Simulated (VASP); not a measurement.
Cu, 2 atoms in the cell. The structure is cubic, space group Fd-3m (No. 227). Conventional cell: a = 4.970 Å, b = 4.970 Å, c = 4.970 Å, α = 90.00°, β = 90.00°, γ = 90.00°. Within 2.8 Å of Cu (site symmetry -43m) lie 4 Cu at 2.15 Å. This isn't the form of Cu at room conditions, which is fcc.

| Quantity | Value |
| --- | --- |
| Program | VASP 6.6.1 |
| Task | relaxation of cell and atoms |
| Functional | PBEsol |
| Potentials or basis | VASP PAW PBE potentials, release 64 (Cu) |
| Cutoff | 600 eV |
| k mesh | 16 × 16 × 16 |
| Occupations | gaussian, width 0.1 eV |
| Spin | no spin polarisation |
| Target pressure | 5 GPa |
| Dipole correction | no |
| Further INCAR settings | ALGO = Normal; EDIFF = 1e-06; IBRION = 2; EDIFFG = -0.02; NSW = 80; ISIF = 3 |

Potentials or basis: VASP PAW PBE potentials, release 64 (Cu).

Command:

```console
$ cat potpaw_PBE.64/Cu/POTCAR > POTCAR
$ mpirun -np 1 vasp_std > vasp.out
```

Hardware: 1 thread of Intel(R) Xeon(R) Platinum 8488C (Sapphire Rapids), with other jobs on the host.

**Question.** How long does it take, and how much memory?

**Answer.** It took 3.3 min on 1 thread of Intel(R) Xeon(R) Platinum 8488C (Sapphire Rapids), on a shared host, peak memory 0.2 GiB. Counts: scf iterations 30, k points 145, ion steps 3.
